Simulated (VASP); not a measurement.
Set up this calculation in VASP 6.6.1, as the native input.

```yaml
Task: single point
Functional: r2SCAN
Potentials_or_basis: VASP PAW PBE potentials, release 64 (Zr_sv)
Cutoff: 520 eV
k_mesh: 8 × 8 × 11
Occupations: fermi-dirac, width 0.05 eV
Spin: collinear spin
Starting_moments: "[1.0, 1.0, 1.0] μB"
Dipole_correction: no
Further_INCAR_settings: ALGO = Normal; EDIFF = 1e-06; NBANDS = 29
```

Crystal: Zr.

```
CELL_PARAMETERS angstrom
4.90202 0.00000 0.00000
-2.45101 4.24527 0.00000
0.00000 0.00000 3.06802
ATOMIC_POSITIONS crystal
Zr 0.00000 0.00000 0.00000
Zr 0.33333 0.66667 0.50000
Zr 0.66667 0.33333 0.50000
```

This isn't the form of Zr at room conditions, which is hcp.

These files were run (other wordings do the same):

POSCAR

```
Zr
1.0
    4.9020176869      0.0000000000      0.0000000000
   -2.4510088435      4.2452718467      0.0000000000
    0.0000000000      0.0000000000      3.0680233031
Zr
3
Direct
    0.0000000000      0.0000000000      1.0000000000
    0.3333333333      0.6666666667      0.5000000000
    0.6666666667      0.3333333333      0.5000000000
```

INCAR.step1

```
PREC = Accurate
ENCUT = 520
ISMEAR = -1
SIGMA = 0.05
LREAL = False
LASPH = True
NELM = 150
ISPIN = 2
MAGMOM = 1 1 1
LMAXMIX = 4
NBANDS = 29
GGA = PE
ALGO = Normal
EDIFF = 1E-4
LWAVE = True
LCHARG = False
```

INCAR.step2

```
PREC = Accurate
ENCUT = 520
EDIFF = 1E-6
ISMEAR = -1
SIGMA = 0.05
LREAL = False
LASPH = True
NELM = 150
ALGO = Normal
ISIF = 2
LWAVE = False
LCHARG = True
ISPIN = 2
MAGMOM = 1 1 1
LORBIT = 11
LMAXMIX = 4
METAGGA = R2SCAN
LMIXTAU = True
LELF = True
LVHAR = True
NBANDS = 29
ISTART = 1
```

KPOINTS

```
regular mesh
0
Gamma
  8 8 11
```

Potentials or basis: VASP PAW PBE potentials, release 64 (Zr_sv).

Command:

```bash
$ cat potpaw_PBE.64/Zr_sv/POTCAR > POTCAR
$ cp INCAR.step1 INCAR
$ mpirun -np 1 vasp_std > vasp.out
$ cp INCAR.step2 INCAR
$ mpirun -np 1 vasp_std > vasp.out
```

Results of the run:

```json
{"Pressure": "9.4 GPa", "Band gap on the k mesh": "zero (filled and empty bands overlap)", "Net moment": "0.00 μB per cell", "Valence electrons inside the program's atomic spheres": "Zr 9.77, 9.98 (each value once)"}
```

Caveat: the cell stands under pressure; the PAW data sets were made with another functional, which shifts forces and pressure a little.

It took 26 min on 1 thread of Intel Xeon 8259CL (shared host), peak memory 0.27 GiB.
